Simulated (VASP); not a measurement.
Runs of VASP 6.6.1 on AlN. The structure is that of space group P6_3mc (No. 186), or close to it. The cells are those of the table. 

```csv
cell,gap on the mesh (eV),pressure (GPa),largest force (eV/Å)
"a = 3.231, b = 3.231, c = 4.978 Å, angles 90.0, 90.0, 120.0°, 4 atoms",4.11,-14.6,0.32
"a = 3.355, b = 3.355, c = 5.178 Å, angles 90.0, 90.0, 120.0°, 4 atoms",3.16,-28.2,0.05
"a = 2.982, b = 2.982, c = 4.580 Å, angles 90.0, 90.0, 120.0°, 4 atoms",5.82,47.6,1.27
"a = 3.231, b = 3.231, c = 4.580 Å, angles 90.0, 90.0, 120.0°, 4 atoms",4.59,3.8,2.43
"a = 3.107, b = 3.107, c = 5.178 Å, angles 90.0, 90.0, 120.0°, 4 atoms",(b),-7.3,0.31
"a = 3.107, b = 3.107, c = 4.580 Å, angles 90.0, 90.0, 120.0°, 4 atoms",5.40,21.6,1.99
"a = 3.355, b = 3.355, c = 4.779 Å, angles 90.0, 90.0, 120.0°, 4 atoms",3.64,-17.3,1.28
"a = 2.982, b = 2.982, c = 4.978 Å, angles 90.0, 90.0, 120.0°, 4 atoms",5.74,(a),0.59
"a = 2.982, b = 2.982, c = 4.779 Å, angles 90.0, 90.0, 120.0°, 4 atoms",5.77,32.5,0.06
"a = 3.231, b = 3.231, c = 5.377 Å, angles 90.0, 90.0, 120.0°, 4 atoms",3.59,-24.1,0.12
"a = 3.355, b = 3.355, c = 4.580 Å, angles 90.0, 90.0, 120.0°, 4 atoms",3.91,-8.2,2.67
"a = 3.231, b = 3.231, c = 5.178 Å, angles 90.0, 90.0, 120.0°, 4 atoms",3.86,-20.1,0.04
```

Alike in all rows: task single point; level r2SCAN; potentials or basis VASP PAW PBE potentials, release 64 (Al, N); no spin polarisation; k mesh 12 × 12 × 6; cutoff (eV) 520; smearing gaussian 0.05 eV.

**Question.** Fill in the values left out.

**Answer.** (a) 20.9; (b) 4.63.

Caveats: the PAW data sets were made with another functional, which shifts forces and pressure a little.

A k mesh can miss the band edges.
